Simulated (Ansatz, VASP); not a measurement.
## Two plane-wave programs on Ga2BAs3

```
Ga B As
1.0
    -1.90014    1.90014    8.06162
     1.90014   -1.90014    8.06162
     1.90014    1.90014   -8.06162
Ga B As
2 1 3
Direct
  0.66667 0.66667 0.00000
  0.33333 0.33333 0.00000
  0.00000 0.00000 0.00000
  0.58333 0.08333 0.50000
  0.25000 0.75000 0.50000
  0.91667 0.41667 0.50000
```

Alike in both runs: task single point; functional PBE; k mesh 6 × 6 × 6; occupations gaussian, width 0.1 eV; no spin polarisation.

|  | VASP | Ansatz |
| --- | --- | --- |
| version | VASP 6.6.1 | Ansatz 0.2.0 |
| potentials or method | VASP PAW PBE potentials, release 64 (Ga_d, B, As), cutoff 520 eV | scalar-relativistic, plane waves, PAW |
| valence electrons in the cell | 44 | 74 |

Ansatz gave:

- gap on the k mesh at the Fermi level (eV): 0.90
- least direct gap on the mesh (eV): 0.90
- pressure (GPa): 5.9
- traceless stress, the component that is largest in VASP (GPa): -0.51
- rms of the force components (eV/Å): 1.068

Q: Which values does VASP return?

A: gap on the k mesh at the Fermi level (eV): 0.91; least direct gap on the mesh (eV): 0.91; pressure (GPa): 6.1; traceless stress, the component that is largest in VASP (GPa): -0.51; rms of the force components (eV/Å): 1.072.

Atom by atom the forces differ by 0.005 eV/Å (rms over components). The functional is the same, so the differences come from potentials, cutoffs and numerics. VASP's potentials hold 44 valence electrons a cell and Ansatz's 74, so a difference there can come from the potentials and not from the codes.
